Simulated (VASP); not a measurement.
# Sn: single point with PBEsol

The system is Sn.

```
Sn
1.0
     0.00000    3.07792    3.69351
     3.07792    0.00000    3.69351
     3.07792    3.07792    0.00000
Sn
2
Direct
  0.50000 0.50000 0.50000
  0.75000 0.75000 0.75000
```

This cell differs from its parent crystal: ratio of the length along z to the lengths across it x 1.2, volume and fractional coordinates fixed.

```
Program                : VASP 6.6.1
Task                   : single point
Functional             : PBEsol
Potentials or basis    : VASP PAW PBE potentials, release 64 (Sn_d)
Cutoff                 : 520 eV
k mesh                 : 18 × 18 × 18
Occupations            : gaussian, width 0.15 eV
Spin                   : no spin polarisation
Dipole correction      : no
Further INCAR settings : ALGO = Fast; EDIFF = 1e-06; NBANDS = 21
```

```
Pressure               : -0.2 GPa
Band gap on the k mesh : zero (band 14 reaches 5.81 eV, above the bottom of band 15 at 4.92 eV)
```

Stress tensor (GPa, compression positive):
```
 1.92  0.00  0.00
 0.00  1.92  0.00
 0.00  0.00 -4.40
```

Levels at points of the mesh, in eV from the Fermi level:
| k point | band 10 | band 11 | band 12 | band 13 | band 14 | band 15 | band 16 | band 17 | band 18 | band 19 |
| --- | --- | --- | --- | --- | --- | --- | --- | --- | --- | --- |
| (0.00, 0.00, 0.00) | -21.26 | -10.49 | -1.21 | -0.91 | 0.49 | 0.49 | 1.97 | 1.97 | 2.67 | 4.85 |
| (0.50, 0.00, 0.00) | -21.20 | -8.89 | -6.28 | -1.79 | -0.55 | -0.39 | 3.21 | 3.55 | 5.69 | 7.67 |
| (0.50, 0.50, 0.00) | -21.17 | -7.91 | -7.91 | -1.72 | -1.72 | 1.53 | 1.53 | 7.17 | 7.17 | 8.22 |
| (0.50, 0.00, 0.50) | -21.25 | -7.25 | -7.25 | -2.68 | -2.68 | 0.37 | 0.37 | 6.44 | 6.44 | 7.67 |

Wall time 16 min on 1 thread of Oxide Virtual Turin-like Processor, with other jobs on the host, peak memory 0.59 GiB.

Caveat: the PAW data sets were made with another functional, which shifts forces and pressure a little; spin-orbit coupling is left out, which moves the levels of the heavy elements.
